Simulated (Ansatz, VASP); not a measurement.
Two plane-wave programs on SrTiO3

```
CELL_PARAMETERS angstrom
3.90985 0.00000 0.00000
0.00000 3.90985 0.00000
0.00000 0.00000 3.90985
ATOMIC_POSITIONS crystal
Sr 0.50000 0.50000 0.50000
Ti 0.00000 0.00000 0.00000
O 0.50000 0.00000 0.00000
O 0.00000 0.50000 0.00000
O 0.00000 0.00000 0.50000
```

Alike in both runs: functional PBE; dispersion D3(BJ); k mesh 8 × 8 × 8; occupations gaussian, width 0.02 eV; no spin polarisation.

Ansatz relaxed the structure, and its values are those at the end. VASP's run is a single point on that final structure, the one shown.

```csv
,VASP,Ansatz
version,VASP 6.6.1,Ansatz 0.2.0
potentials or method,"VASP PAW PBE potentials, release 64 (Sr_sv, Ti_sv, O), cutoff 520 eV","scalar-relativistic, plane waves, PAW"
valence electrons in the cell,40,40
```

Ansatz gave:

| Item | Value |
| --- | --- |
| gap on the k mesh at the Fermi level (eV) | 1.88 |
| least direct gap on the mesh (eV) | 2.23 |
| pressure (GPa) | 0.0 |

Problem. Which values does VASP return?

Solution. gap on the k mesh at the Fermi level (eV): 1.85; least direct gap on the mesh (eV): 2.21; pressure (GPa): 0.6.
